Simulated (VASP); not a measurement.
# SiO2 (P4_12_12) in VASP: a series of runs

The runs below take SiO2 through single point, relaxation of cell and atoms, with LDA.

Everything below comes from runs of VASP 6.6.1. Logs are shortened: lines on timing, memory, paths and dates and some standing lists are left out, and cuts for length are marked.

## 1. The cell of the first run

Symmetry: P4_12_12, No. 92, tetragonal system. Conventional cell: a = 4.944 Å, b = 4.944 Å, c = 6.870 Å, α = 90.00°, β = 90.00°, γ = 90.00°. Si (site symmetry 2) has 4 O at 1.61 Å within 2.1 Å. Within 2.1 Å of O (site symmetry 1) lie 2 Si at 1.61 Å.

## 2. Single point, LDA

The input, INCAR:

```
SYSTEM = SiO2
PREC = Accurate ; ENCUT = 520
EDIFF = 1E-6 ; ISMEAR = 0
SIGMA = 0.01 ; LREAL = .FALSE.
LASPH = .TRUE. ; NELM = 80
ALGO = Normal ; ISIF = 2
LWAVE = .FALSE. ; LCHARG = .FALSE.
NBANDS = 44
```

The input, KPOINTS:

```
Automatic mesh
0
G
  5 5 4
  0 0 0
```

The input, POSCAR:

```
SiO2
1.0
    4.9443203103      0.0000000000      0.0000000000
    0.0000000000      4.9443203103      0.0000000000
    0.0000000000      0.0000000000      6.8703614848
Si O
4 8
Direct
    0.3043353989      0.3043353989      0.0000000000
    0.1956646011      0.8043353989      0.2500000000
    0.6956646011      0.6956646011      0.5000000000
    0.8043353989      0.1956646011      0.7500000000
    0.2373297350      0.1132453321      0.1832894961
    0.3867546679      0.7373297350      0.4332894961
    0.7626702650      0.8867546679      0.6832894961
    0.6132453321      0.2626702650      0.9332894961
    0.7373297350      0.3867546679      0.5667105039
    0.8867546679      0.7626702650      0.3167105039
    0.2626702650      0.6132453321      0.0667105039
    0.1132453321      0.2373297350      0.8167105039
```

Potentials or basis: VASP PAW LDA potentials, release 64 (Si, O).

Command:

```sh
$ cat potpaw_LDA.64/Si/POTCAR potpaw_LDA.64/O/POTCAR > POTCAR
$ mpirun -np 1 vasp_std > vasp.out
```

OUTCAR:

```text
SYSTEM = SiO2
   PREC = Accurate
   ENCUT = 520
   EDIFF = 1E-6
   ISMEAR = 0
   LREAL = .FALSE.
   LASPH = .TRUE.
   NELM = 80
   ISIF = 2

 ion  position               nearest neighbor table
   1  0.304  0.304  0.000-   8 1.61  11 1.61   5 1.61  12 1.61   2 3.06   4 3.06   2 3.06   4 3.06

   2  0.196  0.804  0.250-   5 1.61  10 1.61   6 1.61  11 1.61   1 3.06   3 3.06   1 3.06   3 3.06

   3  0.696  0.696  0.500-   6 1.61   9 1.61   7 1.61  10 1.61   2 3.06   4 3.06   4 3.06   2 3.06

   4  0.804  0.196  0.750-   7 1.61  12 1.61   9 1.61   8 1.61   1 3.06   3 3.06   3 3.06   1 3.06

   5  0.237  0.113  0.183-   2 1.61   1 1.61
   6  0.387  0.737  0.433-   3 1.61   2 1.61
   7  0.763  0.887  0.683-   4 1.61   3 1.61
   8  0.613  0.263  0.933-   1 1.61   4 1.61
   9  0.737  0.387  0.567-   3 1.61   4 1.61
  10  0.887  0.763  0.317-   2 1.61   3 1.61
  11  0.263  0.613  0.067-   1 1.61   2 1.61
  12  0.113  0.237  0.817-   4 1.61   1 1.61

  LATTYP: Found a simple tetragonal cell.
 ALAT       =     4.9443203103
 C/A-ratio  =     1.3895461972

  Lattice vectors:

 A1 = (   4.9443203103,   0.0000000000,   0.0000000000)
 A2 = (   0.0000000000,   4.9443203103,   0.0000000000)
 A3 = (   0.0000000000,   0.0000000000,   6.8703614848)

Analysis of symmetry for initial positions (statically):
=====================================================================
 Subroutine PRICEL returns:
 Original cell was already a primitive cell.

 Routine SETGRP: Setting up the symmetry group for a
 simple tetragonal supercell.

 Subroutine GETGRP returns: Found  8 space group operations
 (whereof  2 operations were pure point group operations)
 out of a pool of 16 trial point group operations.

The static configuration has the point symmetry C_2 .
 The point group associated with its full space group is D_4 .

Analysis of symmetry for dynamics (positions and initial velocities):
=====================================================================
 Subroutine PRICEL returns:
 Original cell was already a primitive cell.

 Routine SETGRP: Setting up the symmetry group for a
 simple tetragonal supercell.

 Subroutine GETGRP returns: Found  8 space group operations
 (whereof  2 operations were pure point group operations)
 out of a pool of 16 trial point group operations.

The dynamic configuration has the point symmetry C_2 .
 The point group associated with its full space group is D_4 .

 Subroutine INISYM returns: Found  8 space group operations
 (whereof  2 operations are pure point group operations),
 and found     1 'primitive' translations

----------------------------------------------------------------------------------------

                                     Primitive cell

  volume of cell :     167.9549

  direct lattice vectors                    reciprocal lattice vectors
     4.944320310  0.000000000  0.000000000     0.202252269  0.000000000  0.000000000
     0.000000000  4.944320310  0.000000000     0.000000000  0.202252269  0.000000000
     0.000000000  0.000000000  6.870361485     0.000000000  0.000000000  0.145552749

  length of vectors
     4.944320310  4.944320310  6.870361485     0.202252269  0.202252269  0.145552749

  position of ions in fractional coordinates (direct lattice)
     0.304335399  0.304335399  0.000000000
     0.195664601  0.804335399  0.250000000
     0.695664601  0.695664601  0.500000000
     0.804335399  0.195664601  0.750000000
     0.237329735  0.113245332  0.183289496
     0.386754668  0.737329735  0.433289496
     0.762670265  0.886754668  0.683289496
     0.613245332  0.262670265  0.933289496
     0.737329735  0.386754668  0.566710504
     0.886754668  0.762670265  0.316710504
     0.262670265  0.613245332  0.066710504
     0.113245332  0.237329735  0.816710504

  ion indices of the primitive-cell ions
   primitive index   ion index
                 1           1
                 2           2
                 3           3
                 4           4
                 5           5
                 6           6
                 7           7
                 8           8
                 9           9
                10          10
                11          11
                12          12

----------------------------------------------------------------------------------------

 KPOINTS: Automatic mesh

Automatic generation of k-mesh.
 Grid dimensions read from file:
 generate k-points for:    5    5    4

 Generating k-lattice:

  Cartesian coordinates                     Fractional coordinates (reciprocal lattice)
     0.040450454  0.000000000  0.000000000     0.200000000  0.000000000  0.000000000
     0.000000000  0.040450454  0.000000000     0.000000000  0.200000000  0.000000000
     0.000000000  0.000000000  0.036388187     0.000000000  0.000000000  0.250000000

  Length of vectors
     0.040450454  0.040450454  0.036388187

  Shift w.r.t. Gamma in fractional coordinates (k-lattice)
     0.000000000  0.000000000  0.000000000

 Subroutine IBZKPT returns following result:
 ===========================================

 Found     18 irreducible k-points:

 Following reciprocal coordinates:
            Coordinates               Weight
  0.000000  0.000000  0.000000      1.000000
  0.200000  0.000000  0.000000      4.000000
  0.400000  0.000000  0.000000      4.000000
  0.200000  0.200000  0.000000      4.000000
  0.400000  0.200000  0.000000      8.000000
  0.400000  0.400000  0.000000      4.000000
[... 10 lines left out ...]
  0.400000  0.200000  0.500000      8.000000
  0.400000  0.400000  0.500000      4.000000
   k-points           NKPTS =     18   k-points in BZ     NKDIM =     18   number of bands    NBANDS=     44
   number of dos      NEDOS =    301   number of ions     NIONS =     12
   total plane-waves  NPLWV =  86400
   dimension x,y,z NGX =    40 NGY =   40 NGZ =   54
   dimension x,y,z NGXF=    80 NGYF=   80 NGZF=  108
   ions per type =               4   8
   NGX,Y,Z   is equivalent  to a cutoff of  13.45, 13.45, 13.07 a.u.
   NGXF,Y,Z  is equivalent  to a cutoff of  26.90, 26.90, 26.13 a.u.
 SYSTEM =  SiO2
   PREC   = accura    normal or accurate (medium, high low for compatibility)
   ISTART =      0    job   : 0-new  1-cont  2-samecut
   ICHARG =      2    charge: 1-file 2-atom 10-const
   ISPIN  =      1    spin polarized calculation?
   LNONCOLLINEAR =      F non collinear calculations
   LSORBIT =      F    spin-orbit coupling
   LASPH  =      T    aspherical Exc in radial PAW
   ENCUT  =  520.0 eV  38.22 Ry    6.18 a.u.   9.19  9.19 12.77*2*pi/ulx,y,z
   NELM   =     80;   NELMIN=  2; NELMDL= -5     # of ELM steps
   EDIFF  = 0.1E-05   stopping-criterion for ELM
   LREAL  =      F    real-space projection
   EDIFFG = 0.1E-04   stopping-criterion for IOM
   NSW    =      0    number of steps for IOM
   IBRION =     -1    ionic relax: 0-MD 1-quasi-New 2-CG
   NFREE  =      0    steps in history (QN), initial steepest desc. (CG)
   ISIF   =      2    stress and relaxation
   ISYM   =      2    0-nonsym 1-usesym 2-fastsym
   POTIM  = 0.5000    time-step for ionic-motion
   TEBEG  =    0.0;   TEEND  =   0.0 temperature during run
   PSTRESS=    0.0 pullay stress
   NELECT =      64.0000    total number of electrons
   NUPDOWN=      -1.0000    fix difference up-down
   EMIN   =  10.00;   EMAX   =-10.00  energy-range for DOS
   EFERMI =   0.00;   METHOD = LEGACY
   ISMEAR =     0;   SIGMA  =   0.01  broadening in eV -4-tet -1-fermi 0-gaus
   EFERMI_NEDOS =   21; number of points for ismear=-14 and -15
   IALGO  =     38    algorithm
   IMIX   =      4    mixing-type and parameters
     AMIX     =   0.40;   BMIX     =  1.00
     AMIX_MAG =   1.60;   BMIX_MAG =  1.00
  volume/ion in A,a.u.               =      14.00        94.45
  Fermi-wavevector in a.u.,A,eV,Ry     =   1.186872  2.242863 19.166054  1.408665
  Thomas-Fermi vector in A             =   2.323035
   LORBIT       =      0    0 simple, 1 ext, 2 COOP (PROOUT), +10 PAW based schemes
   GGA     = CA    functional components
   LHFCALC =     F    Hartree Fock is set to
   AEXX    =    0.0000 exact exchange contribution
   IVDW    =     0    specifies the selected vdW correction
   LEPSILON=     F    determine dielectric tensor
   LRPA    =     F    only Hartree local field effects (RPA)
 non-spin polarized calculation
 Gauss-broadening in eV      SIGMA  =   0.01
  energy-cutoff  :      520.00
  volume of cell :      167.95
 maximum number of plane-waves:      4540
 NGX is ok and might be reduce to    40
   NGX = 19   NGY = 19   NGZ = 25

 number of electron      63.9999977 magnetization

 Free energy of the ion-electron system (eV)
  ---------------------------------------------------
  ext. energy  EPLUGINS =         0.00000000
  ---------------------------------------------------
  free energy    TOTEN  =      -103.74522447 eV

  energy without entropy =     -103.74522447  energy(sigma->0) =     -103.74522447

 E-fermi :   0.1030     XC(G=0):  -9.1270

 val. band max:        0.0361249331   @ k =   0.0000   0.0000   0.0000
 cond. band min:       5.5899725358   @ k =   0.0000   0.0000   0.0000
 fundamental gap:      5.5538476027
 Fermi energy:         0.1030166070

 k-point     1 :       0.0000    0.0000    0.0000
  band No.  band energies     occupation
      1     -19.2384      2.00000
      2     -18.2911      2.00000
      3     -18.2911      2.00000
      4     -17.0648      2.00000
      5     -17.0110      2.00000
      6     -17.0038      2.00000
[... 36 lines left out ...]
     43      11.3237      0.00000
     44      11.4936      0.00000
[... 758 lines left out ...]
      4     -18.0144      2.00000
      5     -17.0789      2.00000
      6     -17.0789      2.00000
[... 36 lines left out ...]
     43      10.6216      0.00000
     44      10.6216      0.00000

------------------------ aborting loop because EDIFF is reached ----------------------------------------

  FORCE on cell =-STRESS in cart. coord.  units (eV):
  Direction    XX          YY          ZZ          XY          YZ          ZX
  --------------------------------------------------------------------------------------
  -------------------------------------------------------------------------------------
  Total        0.6257804      0.6257804      0.5796366     -0.0000000      0.0000000      0.0000000
  in kB        5.9695244      5.9695244      5.5293440     -0.0000000      0.0000000      0.0000000
  external PRESSURE =       5.8227976 kB  Pullay stress =       0.0000000 kB

 VOLUME and BASIS-vectors are now :
 -----------------------------------------------------------------------------
  energy-cutoff  :      520.00
  volume of cell :      167.95
      direct lattice vectors                 reciprocal lattice vectors
     4.944320310  0.000000000  0.000000000     0.202252269  0.000000000  0.000000000
     0.000000000  4.944320310  0.000000000     0.000000000  0.202252269  0.000000000
     0.000000000  0.000000000  6.870361485     0.000000000  0.000000000  0.145552749

 POSITION                                       TOTAL-FORCE (eV/Angst)
 -----------------------------------------------------------------------------------
      1.50473      1.50473      0.00000         0.020490      0.020490     -0.000000
      0.96743      3.97689      1.71759        -0.020490      0.020490     -0.000000
      3.43959      3.43959      3.43518        -0.020490     -0.020490     -0.000000
      3.97689      0.96743      5.15277         0.020490     -0.020490     -0.000000
      1.17343      0.55992      1.25927        -0.003159      0.017501      0.020082
      1.91224      3.64559      2.97686        -0.017501     -0.003159      0.020082
      3.77089      4.38440      4.69445         0.003159     -0.017501      0.020082
      3.03208      1.29873      6.41204         0.017501      0.003159      0.020082
      3.64559      1.91224      3.89351        -0.003159     -0.017501     -0.020082
      4.38440      3.77089      2.17592        -0.017501      0.003159     -0.020082
      1.29873      3.03208      0.45833         0.003159      0.017501     -0.020082
      0.55992      1.17343      5.61110         0.017501     -0.003159     -0.020082
 -----------------------------------------------------------------------------------
    total drift:                                0.000000     -0.000000      0.000000

  FREE ENERGIE OF THE ION-ELECTRON SYSTEM (eV)
  ---------------------------------------------------
  free  energy   TOTEN  =      -103.7452244749 eV

  energy  without entropy=     -103.7452244749  energy(sigma->0) =     -103.74522447
```

Wall time 63 s (1 thread of Intel Xeon Platinum 8559C (Emerald Rapids), shared host); peak memory 0.26 GiB.

Results:

| Property | Result |
| --- | --- |
| Free energy | -103.7452 eV |
| Pressure | 0.6 GPa |
| Largest force | 0.029 eV/Å |
| Band gap on the k mesh | 5.55 eV |

Forces on the atoms (eV/Å):
```
Si   0.020  0.020  0.000
Si  -0.020  0.020  0.000
Si  -0.020 -0.020  0.000
Si   0.020 -0.020  0.000
O   -0.003  0.018  0.020
O   -0.018 -0.003  0.020
O    0.003 -0.018  0.020
O    0.018  0.003  0.020
O   -0.003 -0.018 -0.020
O   -0.018  0.003 -0.020
O    0.003  0.018 -0.020
O    0.018 -0.003 -0.020
```

A k mesh can miss the band edges.

(Part 1 of 2 ends here.)
